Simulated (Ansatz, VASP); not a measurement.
**MgS in VASP and in Ansatz**

The input INCAR:

```
PREC     = Accurate       # precision mode
ENCUT    = 600            # plane-wave cutoff, eV
EDIFF    = 1E-6           # SCF threshold, eV
ISMEAR   = 0              # smearing method
SIGMA    = 0.1            # smearing width, eV
LREAL    = F              # projectors in reciprocal space
LASPH    = T              # aspherical terms in the spheres
NELM     = 120            # most SCF steps
ALGO     = Normal         # electronic algorithm
ISIF     = 2              # what is computed and relaxed
LWAVE    = F              # write WAVECAR
LCHARG   = T              # write CHGCAR
LELF     = T              # ELF
LVHAR    = T            
NBANDS   = 11             # bands
GGA_COMPAT= F
```

The input KPOINTS:

```
Automatic mesh
0
Gamma
  6 6 6
```

The input POSCAR:

```
MgS
1.0
    0.0000000000      2.8331200500      2.8331200500
    2.8331200500      0.0000000000      2.8331200500
    2.8331200500      2.8331200500      0.0000000000
Mg S
1 1
Direct
    0.0000000000      0.0000000000      0.0000000000
    0.2500000000      0.2500000000      0.2500000000
```

Input for Ansatz:

```yaml
crystal:
  lattice:
    - [0.0, 2.83312005, 2.83312005]
    - [2.83312005, 0.0, 2.83312005]
    - [2.83312005, 2.83312005, 0.0]
  atoms:
    - { symbol: Mg, position: [0.0, 0.0, 0.0] }
    - { symbol: S, position: [0.25, 0.25, 0.25] }
basis:
  ecutwfc: 420
kpoints:
  mp_grid: { grid: [6, 6, 6] }
hamiltonian:
  xc: lda
scf:
  occupations: { method: gaussian, width: 0.1 }
output:
  forces: true
  stress: true
  eigenvalues: true
```

Alike in both runs: task single point; functional LDA; k mesh 6 × 6 × 6; occupations gaussian, width 0.1 eV; no spin polarisation.

|  | VASP | Ansatz |
| --- | --- | --- |
| version | VASP 6.6.1 | Ansatz 0.2.0 |
| potentials or method | VASP PAW LDA potentials, release 64 (Mg, S), cutoff 600 eV | scalar-relativistic, plane waves, PAW |
| valence electrons in the cell | 8 | 16 |

VASP gave:

| Property | Result |
| --- | --- |
| gap on the k mesh at the Fermi level (eV) | 3.18 |
| least direct gap on the mesh (eV) | 3.18 |
| pressure (GPa) | -2.5 |

Which values does Ansatz return?

gap on the k mesh at the Fermi level (eV): 3.17; least direct gap on the mesh (eV): 3.17; pressure (GPa): -2.2.

LDA's correlation is that of Perdew and Zunger in VASP and of Perdew and Wang (1992) in Ansatz. VASP's potentials hold 8 valence electrons a cell and Ansatz's 16, so a difference there can come from the potentials and not from the codes.
